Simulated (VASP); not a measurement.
**SrO (pbe): single point with PBE**

Crystal: SrO (pbe).

```
Sr O
1.0
     0.00000    2.59761    2.59761
     2.59761    0.00000    2.59761
     2.59761    2.59761    0.00000
Sr O
1 1
Direct
  0.00000 0.00000 0.00000
  0.50000 0.50000 0.50000
```

* Program: VASP 6.6.1
* Task: single point
* Functional: PBE
* Potentials or basis: VASP PAW PBE potentials, release 64 (Sr_sv, O)
* Cutoff: 600 eV
* k mesh: 6 × 6 × 6
* Occupations: gaussian, width 0.01 eV
* Spin: no spin polarisation
* Dipole correction: no
* Further INCAR settings: ALGO = Normal; EDIFF = 1e-06; NBANDS = 15

The pressure is 0.4 GPa and the band gap on the k mesh is 3.28 eV, indirect (least direct gap 3.39 eV).

Levels at points of the mesh, in eV from the valence-band top:
| k point | band 6 | band 7 | band 8 | band 9 | band 10 | band 11 |
| --- | --- | --- | --- | --- | --- | --- |
| (0.00, 0.00, 0.00) | 0.00 | 0.00 | 0.00 | 3.77 | 6.14 | 6.14 |
| (0.50, 0.00, 0.00) | -2.11 | -1.08 | -1.08 | 6.42 | 8.21 | 8.67 |
| (0.50, 0.50, 0.00) | -0.48 | -0.11 | -0.11 | 3.28 | 7.57 | 9.97 |

Wall time 23 s on 1 thread of Intel Xeon 8259CL, with other jobs on the host, peak memory 0.17 GiB.

A k mesh can miss the band edges. As with any semilocal functional, this PBE gap is likely too small.
